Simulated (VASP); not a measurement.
# AlSi62 (a cell with a defect) in VASP: further runs

The runs below take AlSi62 (a cell with a defect) through single point, with PBE+D3(BJ).

Program: VASP 6.6.1. These are calculated values, not measurements. Logs are shortened: lines on timing, memory, paths and dates and some standing lists are left out, and cuts for length are marked.

### 1 The cell of the first run

The cell holds a defect, 63 atoms: a = 10.860 Å, b = 10.860 Å, c = 10.860 Å, α = 90.00°, β = 90.00°, γ = 90.00°.

### 2 Single point, PBE+D3(BJ)

INCAR

```
SYSTEM = AlSi62
PREC     = Accurate       ! precision mode
ENCUT    = 520            ! plane-wave cutoff, eV
EDIFF    = 1E-6           ! SCF threshold, eV
ISMEAR   = 0              ! smearing method
SIGMA    = 0.05           ! smearing width, eV
LREAL    = Auto         
LASPH    = .TRUE.         ! aspherical terms in the spheres
NELM     = 60             ! most SCF steps
ALGO     = Normal         ! electronic algorithm
ISIF     = 2              ! what is computed and relaxed
LWAVE    = .FALSE.        ! write WAVECAR
LCHARG   = .FALSE.        ! write CHGCAR
GGA      = PE             ! functional
IVDW     = 12             ! dispersion correction
NBANDS   = 162            ! bands
NELECT   = 252.0
```

KPOINTS

```
Automatic mesh
0
G
  1 1 1
  0 0 0
```

POSCAR

```
AlSi62
1.0
   10.8600000000      0.0000000000      0.0000000000
    0.0000000000     10.8600000000      0.0000000000
    0.0000000000      0.0000000000     10.8600000000
Si Al
62 1
Direct
    0.5022732965     -0.0036450276     -0.0022687845
    0.6246641805      0.1232674033      0.1240328729
    0.7517299263      0.2481616943     -0.0002974217
    0.8757164825      0.3744892265      0.1246729282
    0.7508375691      0.0006867403      0.2503167587
    0.8719797422      0.1308348987      0.3806152855
    0.0018059853     -0.0018703499      0.0009323204
    0.1247658379      0.1255140884      0.1267557090
    0.2521517495      0.2484438306      0.0009234807
    0.3769834254      0.3753116943      0.1230660221
    0.5077223757      0.4954109576     -0.0076605893
    0.6279894107      0.6222735727      0.1207544199
    0.7548219153      0.7426441068     -0.0075825046
    0.8749802026      0.8733123389      0.1231193370
    0.2506132597     -0.0003788214      0.2493206262
    0.3732267956      0.1254609576      0.3752099448
    0.4991116022      0.2484508287      0.2479183241
    0.6237875691      0.3734600368      0.3727066298
    0.7509347145      0.4993077348      0.2494745856
    0.8768140884      0.6264230203      0.3726923573
    0.4990719153     -0.0018701657      0.4982020258
    0.6237572744      0.1228890424      0.6231637201
    0.7460728361      0.2590445672      0.5088361878
    0.7509040516     -0.0003186924      0.7490197974
    0.8768038674      0.1228523020      0.8761872928
    0.0020819521      0.4984911602     -0.0002410681
    0.1270197053      0.6255965009      0.1240353591
    0.2539449355      0.7479325046     -0.0023029466
    0.3759866483      0.8742578269      0.1240701657
   -0.0009058932      0.2511405157      0.2524386740
    0.1193541436      0.3782838858      0.3806687845
    0.2495356354      0.4993651013      0.2503320442
    0.3758857274      0.6255292818      0.3729562615
    0.5022981584      0.7479325967      0.2461493554
    0.6246742173      0.8743613260      0.3729801105
   -0.0009155617      0.0026501842      0.5009175875
    0.1193860958      0.1308895948      0.6279635359
    0.2476302947      0.2511552486      0.5008908840
    0.3753956722      0.3744988950      0.6242684162
    0.5002817680      0.4985398711      0.4979357274
    0.6379903315      0.6122830571      0.6226618785
    0.7517379374      0.7499733886      0.4978926335
    0.8757353591      0.8748709945      0.6242623389
    0.2495837017      0.0006650092      0.7490888582
    0.3759286372      0.1232180479      0.8753169429
    0.5003122468      0.2481294659      0.7482838858
    0.6380248619      0.3729471455      0.8620177716
    0.8773627072      0.6123908840      0.8622036832
    0.0018187845      0.7511220994      0.2479212707
    0.1247696133      0.8770388582      0.3752282689
   -0.0089162983      0.5041470534      0.5089905157
    0.1273971455      0.6264884899      0.6231757827
    0.2521366483      0.7511798343      0.4981432781
    0.3769244015      0.8733072744      0.6250356354
   -0.0088544199      0.2590891344      0.7538792818
    0.1273767956      0.3734571823      0.8761918969
    0.2505672192      0.4993175875      0.7490240331
    0.3793132597      0.6222422652      0.8719905157
    0.5076434622      0.7425940147      0.7451681400
    0.6279530387      0.8709744015      0.8720186924
    0.0021245856      0.7499682320      0.7482651013
    0.1270566298      0.8743441989      0.8753585635
    0.8369919890      0.4129891344      0.6628945672
```

Potentials or basis: VASP PAW PBE potentials, release 64 (Si, Al).

Launch:

```console
cat potpaw_PBE.64/Si/POTCAR potpaw_PBE.64/Al/POTCAR > POTCAR
mpirun -np 1 vasp_gam > vasp.out
```

OUTCAR:

```text
SYSTEM = AlSi62
   PREC = Accurate
   ENCUT = 520
   EDIFF = 1E-6
   ISMEAR = 0
   LREAL = Auto
   LASPH = .TRUE.
   NELM = 60
   ISIF = 2
   GGA = PE
   IVDW = 12
   NELECT = 252.0
 IVDW          = 12

 ion  position               nearest neighbor table
   1  0.502  0.996  0.998-  29 2.35   2 2.36  45 2.36  60 2.36
   2  0.625  0.123  0.124-  17 2.35   5 2.35   1 2.36   3 2.36
   3  0.752  0.248  1.000-  25 2.34   4 2.35   2 2.36  47 2.37
   4  0.876  0.374  0.125-  19 2.35  30 2.35  26 2.35   3 2.35
   5  0.751  0.001  0.250-   2 2.35  35 2.35  14 2.37   6 2.39
   6  0.872  0.131  0.381-  36 2.36  30 2.36   5 2.39  23 2.40
[... 54 lines left out ...]
  61  0.002  0.750  0.748-  52 2.34  43 2.35  62 2.36  48 2.37
  62  0.127  0.874  0.875-   7 2.35  44 2.35  28 2.36  61 2.36
  63  0.837  0.413  0.663-  23 2.56  55 2.56  51 2.56  47 3.09  41 3.09  48 3.09

  LATTYP: Found a simple cubic cell.
 ALAT       =    10.8600000000

  Lattice vectors:

 A1 = (  10.8600000000,   0.0000000000,   0.0000000000)
 A2 = (   0.0000000000,  10.8600000000,   0.0000000000)
 A3 = (   0.0000000000,   0.0000000000,  10.8600000000)

Analysis of symmetry for initial positions (statically):
=====================================================================
 Subroutine PRICEL returns:
 Original cell was already a primitive cell.

 Routine SETGRP: Setting up the symmetry group for a
 simple cubic supercell.

 Subroutine GETGRP returns: Found  1 space group operations
 (whereof  1 operations were pure point group operations)
 out of a pool of 48 trial point group operations.

The static configuration has the point symmetry C_1 .

Analysis of symmetry for dynamics (positions and initial velocities):
=====================================================================
 Subroutine PRICEL returns:
 Original cell was already a primitive cell.

 Routine SETGRP: Setting up the symmetry group for a
 simple cubic supercell.

 Subroutine GETGRP returns: Found  1 space group operations
 (whereof  1 operations were pure point group operations)
 out of a pool of 48 trial point group operations.

The dynamic configuration has the point symmetry C_1 .

 Subroutine INISYM returns: Found  1 space group operations
 (whereof  1 operations are pure point group operations),
 and found     1 'primitive' translations

----------------------------------------------------------------------------------------

                                     Primitive cell

  volume of cell :    1280.8241

  direct lattice vectors                    reciprocal lattice vectors
    10.860000000  0.000000000  0.000000000     0.092081031  0.000000000  0.000000000
     0.000000000 10.860000000  0.000000000     0.000000000  0.092081031  0.000000000
     0.000000000  0.000000000 10.860000000     0.000000000  0.000000000  0.092081031

  length of vectors
    10.860000000 10.860000000 10.860000000     0.092081031  0.092081031  0.092081031

  position of ions in fractional coordinates (direct lattice)
     0.502273297  0.996354972  0.997731216
     0.624664180  0.123267403  0.124032873
     0.751729926  0.248161694  0.999702578
     0.875716483  0.374489227  0.124672928
     0.750837569  0.000686740  0.250316759
     0.871979742  0.130834899  0.380615285
[... 55 lines left out ...]
     0.127056630  0.874344199  0.875358564
     0.836991989  0.412989134  0.662894567

  ion indices of the primitive-cell ions
   primitive index   ion index
                 1           1
                 2           2
                 3           3
                 4           4
                 5           5
                 6           6
[... 55 lines left out ...]
                62          62
                63          63

----------------------------------------------------------------------------------------

 KPOINTS: Automatic mesh

Automatic generation of k-mesh.
 Grid dimensions read from file:
 generate k-points for:    1    1    1

 Generating k-lattice:

  Cartesian coordinates                     Fractional coordinates (reciprocal lattice)
[... 43 lines left out ...]
   NELECT =     252.0000    total number of electrons
   NUPDOWN=      -1.0000    fix difference up-down
   EMIN   =  10.00;   EMAX   =-10.00  energy-range for DOS
   EFERMI =   0.00;   METHOD = LEGACY
   ISMEAR =     0;   SIGMA  =   0.05  broadening in eV -4-tet -1-fermi 0-gaus
   EFERMI_NEDOS =   21; number of points for ismear=-14 and -15
   IALGO  =     38    algorithm
   IMIX   =      4    mixing-type and parameters
     AMIX     =   0.40;   BMIX     =  1.00
     AMIX_MAG =   1.60;   BMIX_MAG =  1.00
  volume/ion in A,a.u.               =      20.33       137.20
  Fermi-wavevector in a.u.,A,eV,Ry     =   0.952164  1.799329 12.335269  0.906617
  Thomas-Fermi vector in A             =   2.080702
   LORBIT       =      0    0 simple, 1 ext, 2 COOP (PROOUT), +10 PAW based schemes
   GGA     = PE    functional components
   LHFCALC =     F    Hartree Fock is set to
   AEXX    =    0.0000 exact exchange contribution
   IVDW    =    12    specifies the selected vdW correction
   LEPSILON=     F    determine dielectric tensor
   LRPA    =     F    only Hartree local field effects (RPA)
 non-spin polarized calculation
 Gauss-broadening in eV      SIGMA  =   0.05
  energy-cutoff  :      520.00
  volume of cell :     1280.82
 maximum number of plane-waves:     17229
 NGX is ok and might be reduce to    84
   NGX = 41   NGY = 41   NGZ = 41

 number of electron     251.9999997 magnetization

 Free energy of the ion-electron system (eV)
  ---------------------------------------------------
  ext. energy  EPLUGINS =         0.00000000
  ---------------------------------------------------
  free energy    TOTEN  =      -324.79078811 eV

  energy without entropy =     -324.73436953  energy(sigma->0) =     -324.76257882

 E-fermi :   6.2496     XC(G=0):  -9.3548

 val. band max:        6.2492928879   @ k =   0.0000   0.0000   0.0000
 cond. band min:       6.2499843532   @ k =   0.0000   0.0000   0.0000
 fundamental gap:      0.0006914653
 Fermi energy:         6.2496383108

 k-point     1 :       0.0000    0.0000    0.0000
  band No.  band energies     occupation
      1      -6.1958      2.00000
      2      -5.1533      2.00000
      3      -5.1528      2.00000
      4      -5.1461      2.00000
      5      -5.1453      2.00000
      6      -5.0841      2.00000
[... 130 lines left out ...]
    137       6.9078      0.00000
    138       6.9079      0.00000
 [bands above 138 left out]

------------------------ aborting loop because EDIFF is reached ----------------------------------------

 Edisp (eV)  -19.74892

 E6    (eV) :   -11.5512

 E8    (eV) :    -8.1977

  FORCE on cell =-STRESS in cart. coord.  units (eV):
  Direction    XX          YY          ZZ          XY          YZ          ZX
  --------------------------------------------------------------------------------------
  -------------------------------------------------------------------------------------
  Total       3.97779     3.99648     4.00654     5.44979    -5.45075     5.45928
  in kB       4.97580     4.99918     5.01176     6.81712    -6.81832     6.82899
  external pressure =        5.00 kB  Pullay stress =        0.00 kB

 VOLUME and BASIS-vectors are now :
 -----------------------------------------------------------------------------
  energy-cutoff  :      520.00
  volume of cell :     1280.82
      direct lattice vectors                 reciprocal lattice vectors
    10.860000000  0.000000000  0.000000000     0.092081031  0.000000000  0.000000000
     0.000000000 10.860000000  0.000000000     0.000000000  0.092081031  0.000000000
     0.000000000  0.000000000 10.860000000     0.000000000  0.000000000  0.092081031

 POSITION                                       TOTAL-FORCE (eV/Angst)
 -----------------------------------------------------------------------------------
      5.45469     10.82042     10.83536        -0.000366     -0.002153     -0.002572
      6.78385      1.33868      1.34700        -0.002823     -0.000878     -0.000958
      8.16379      2.69504     10.85677         0.000071     -0.001597     -0.001583
      9.51028      4.06695      1.35395         0.001281     -0.000567      0.000585
      8.15410      0.00746      2.71844         0.000517     -0.001679      0.008574
      9.46970      1.42087      4.13348         0.001756      0.002110      0.000800
[... 55 lines left out ...]
      1.37983      9.49538      9.50639         0.000742     -0.002821     -0.001394
      9.08973      4.48506      7.19903         0.002173      0.007444      0.003482
 -----------------------------------------------------------------------------------
    total drift:                                0.014833     -0.022253     -0.015054

  FREE ENERGIE OF THE ION-ELECTRON SYSTEM (eV)
  ---------------------------------------------------
  free  energy   TOTEN  =      -344.5397121573 eV

  energy  without entropy=     -344.4832935746  energy(sigma->0) =     -344.51150287
```

Run time: 2.8 min. Hardware: 1 thread of AMD EPYC 9R45 (Zen 5), shared host; peak memory 0.98 GiB.

Results:

```
Free energy                : -344.5397 eV
Largest force              : 0.011 eV/Å
Dispersion energy per atom : -0.313 eV
```

Forces in eV/Å, atoms in the order of the input:
```
Si   0.000 -0.002 -0.003
Si  -0.003 -0.001 -0.001
Si   0.000 -0.002 -0.002
Si   0.001 -0.001  0.001
Si   0.001 -0.002  0.009
Si   0.002  0.002  0.001
Si  -0.001  0.002 -0.003
Si   0.001 -0.003  0.002
Si  -0.005  0.005 -0.005
Si   0.000 -0.002 -0.001
Si  -0.004  0.005  0.000
Si   0.001 -0.001  0.004
Si  -0.004  0.000 -0.004
Si   0.001 -0.001 -0.002
Si   0.001  0.000  0.002
Si  -0.002 -0.002 -0.001
Si   0.001  0.001  0.002
Si   0.002 -0.002 -0.006
Si  -0.002  0.001  0.001
Si   0.001 -0.002 -0.004
Si   0.000  0.002 -0.002
Si   0.004 -0.003  0.001
Si  -0.005 -0.003 -0.005
Si  -0.001  0.000  0.005
Si   0.000 -0.001 -0.002
Si   0.002  0.003 -0.004
Si   0.001  0.002 -0.002
Si   0.000  0.003 -0.001
Si  -0.001  0.000 -0.001
Si   0.000  0.002  0.001
Si  -0.002 -0.002  0.002
Si   0.001 -0.002  0.006
Si   0.003  0.001 -0.002
Si  -0.001  0.001  0.000
Si   0.002 -0.003 -0.002
Si  -0.001  0.000  0.000
Si  -0.002  0.002 -0.001
Si  -0.002  0.003  0.000
Si  -0.001 -0.001  0.000
Si  -0.002  0.004 -0.003
Si  -0.001  0.004 -0.003
Si  -0.005  0.002 -0.002
Si   0.001  0.001  0.000
Si  -0.002  0.000  0.002
Si   0.001 -0.003  0.002
Si   0.000  0.002  0.003
Si  -0.001 -0.005  0.000
Si   0.004  0.001 -0.003
Si   0.000 -0.001  0.002
Si   0.001  0.001 -0.002
Si   0.007  0.004 -0.007
Si   0.000 -0.003  0.000
Si  -0.004 -0.002  0.001
Si   0.003 -0.002  0.001
Si   0.004 -0.003  0.009
Si   0.001 -0.003  0.000
Si   0.000  0.001  0.004
Si  -0.005 -0.003  0.002
Si   0.003 -0.002  0.001
Si   0.003  0.005  0.000
Si   0.000 -0.001  0.007
Si   0.001 -0.003 -0.001
Al   0.002  0.007  0.003
```

Levels at points of the mesh, in eV from the Fermi level:
| k point | band 122 | band 123 | band 124 | band 125 | band 126 | band 127 | band 128 | band 129 | band 130 | band 131 |
| --- | --- | --- | --- | --- | --- | --- | --- | --- | --- | --- |
| (0.00, 0.00, 0.00) | -1.22 | -0.88 | -0.88 | -0.71 | 0.00 | 0.00 | 0.16 | 0.16 | 0.23 | 0.25 |

Caveat: the k points lie up to 0.58 Å⁻¹ apart; the cell carries a net charge on a neutralising background, which shifts energy and pressure; the cell is charged against a uniform background, so pressure and absolute levels hang on convention.

(Part 1 of 2 ends here.)
